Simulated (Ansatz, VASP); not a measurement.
## One calculation of SiC, two programs

The input INCAR:

```
SYSTEM = SiC
  PREC = Accurate
  ENCUT = 520
  EDIFF = 1E-6
  ISMEAR = 0
  SIGMA = 0.1
  LREAL = .False.
  LASPH = .True.
  NELM = 60
  ALGO = Normal
  ISIF = 2
  LWAVE = .False.
  LCHARG = .False.
  GGA = PE
  NBANDS = 26
```

The input KPOINTS:

```
Automatic mesh
0
Gamma
  8 4 4
  0 0 0
```

Contents of POSCAR:

```
SiC
1.0
    2.6415344573      0.0000000000      0.0000000000
    0.0000000000      5.2830689146      0.0000000000
    0.0000000000      0.0000000000      5.2830689146
Si C
4 4
Direct
    0.5000000000      0.2500000000      0.2500000000
    0.5000000000      0.2500000000      0.7500000000
    0.5000000000      0.7500000000      0.2500000000
    0.5000000000      0.7500000000      0.7500000000
    1.0000000000      0.5000000000      0.5000000000
    1.0000000000      0.5000000000      0.0000000000
    0.0000000000      1.0000000000      0.5000000000
    0.0000000000      0.0000000000      0.0000000000
```

Input for Ansatz:

```yaml
crystal:
  lattice:
    - [2.6415344573, 0.0, 0.0]
    - [0.0, 5.2830689146, 0.0]
    - [0.0, 0.0, 5.2830689146]
  atoms:
    - { symbol: Si, position: [0.5, 0.25, 0.25] }
    - { symbol: Si, position: [0.5, 0.25, 0.75] }
    - { symbol: Si, position: [0.5, 0.75, 0.25] }
    - { symbol: Si, position: [0.5, 0.75, 0.75] }
    - { symbol: C, position: [1.0, 0.5, 0.5] }
    - { symbol: C, position: [1.0, 0.5, 0.0] }
    - { symbol: C, position: [0.0, 1.0, 0.5] }
    - { symbol: C, position: [0.0, 0.0, 0.0] }
basis:
  ecutwfc: 420
kpoints:
  mp_grid: { grid: [8, 4, 4] }
hamiltonian:
  xc: pbe
scf:
  occupations: { method: gaussian, width: 0.1 }
output:
  forces: true
  stress: true
  eigenvalues: true
```

Alike in both runs: task single point; functional PBE; k mesh 8 × 4 × 4; occupations gaussian, width 0.1 eV; no spin polarisation.

|  | VASP | Ansatz |
| --- | --- | --- |
| version | VASP 6.6.1 | Ansatz 0.2.0 |
| potentials or method | VASP PAW PBE potentials, release 64 (Si, C), cutoff 520 eV | scalar-relativistic, plane waves, PAW |
| valence electrons in the cell | 32 | 32 |

Ansatz gave:

| Item | Value |
| --- | --- |
| gap on the k mesh at the Fermi level (eV) | none |
| pressure (GPa) | -0.1 |

Problem. Which values does VASP return?

Solution. gap on the k mesh at the Fermi level (eV): none; pressure (GPa): 0.0.

A gap of «none» marks a metal or a gap that the smearing closes.
